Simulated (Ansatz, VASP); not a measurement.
Lu2Sc3N: VASP beside Ansatz

INCAR

```
PREC = Accurate
ENCUT = 520
EDIFF = 1E-6
ISMEAR = 0
SIGMA = 0.1
LREAL = F
LASPH = T
NELM = 60
ALGO = Normal
ISIF = 2
LWAVE = F
LCHARG = T
GGA = PE
LELF = T
LVHAR = T
NBANDS = 53
```

File KPOINTS:

```
regular mesh
0
Gamma
  6 6 2
```

The input POSCAR:

```
Lu2Sc3N
1.0
    4.0521405200      0.0000000000      0.0000000000
   -2.0260702600      3.5092566300      0.0000000000
    0.0000000000      0.0000000000      7.5737419500
Lu Sc N
2 3 1
Direct
    0.6666666700      0.3333333300      0.2354539900
    0.6666666700      0.3333333300      0.7645460100
    0.0000000000      0.0000000000      0.5000000000
    0.3333333300      0.6666666700      0.0000000000
    0.3333333300      0.6666666700      0.5000000000
    0.0000000000      0.0000000000      0.0000000000
```

Input for Ansatz:

```yaml
crystal:
  lattice:
    - [4.05214052, 0.0, 0.0]
    - [-2.02607026, 3.50925663, 0.0]
    - [0.0, 0.0, 7.57374195]
  atoms:
    - { symbol: Lu, position: [0.66666667, 0.33333333, 0.23545399] }
    - { symbol: Lu, position: [0.66666667, 0.33333333, 0.76454601] }
    - { symbol: Sc, position: [0.0, 0.0, 0.5] }
    - { symbol: Sc, position: [0.33333333, 0.66666667, 0.0] }
    - { symbol: Sc, position: [0.33333333, 0.66666667, 0.5] }
    - { symbol: "N", position: [0.0, 0.0, 0.0] }
basis:
  ecutwfc: 420
kpoints:
  mp_grid: { grid: [6, 6, 2] }
hamiltonian:
  xc: pbe
scf:
  occupations: { method: gaussian, width: 0.1 }
  lower_state_search: "off"
output:
  forces: true
  stress: true
  eigenvalues: true
```

Change from the starting cell: species swapped into the Ce2NiGe3 type (P-6m2, No. 187).

Alike in both runs: task single point; functional PBE; k mesh 6 × 6 × 2; occupations gaussian, width 0.1 eV; no spin polarisation.

|  | VASP | Ansatz |
| --- | --- | --- |
| version | VASP 6.6.1 | Ansatz 0.2.0 |
| potentials or method | VASP PAW PBE potentials, release 64 (Lu, Sc_sv, N), cutoff 520 eV | scalar-relativistic, plane waves, PAW |
| valence electrons in the cell | 88 | 88 |

VASP gave:

```
gap on the k mesh at the Fermi level (eV)                     : none
pressure (GPa)                                                : 12.5
traceless stress, the component that is largest in VASP (GPa) : 0.06
rms of the force components (eV/Å)                            : 0.040
```

Question: Which values does Ansatz return?

Answer: gap on the k mesh at the Fermi level (eV): none; pressure (GPa): 12.1; traceless stress, the component that is largest in VASP (GPa): 0.31; rms of the force components (eV/Å): 0.039.

Atom by atom the forces differ by 0.001 eV/Å (rms over components). A gap of «none» marks a metal or a gap that the smearing closes.

The k mesh is coarse, so the values compare programs but aren't converged. Neither program's run includes spin-orbit coupling.
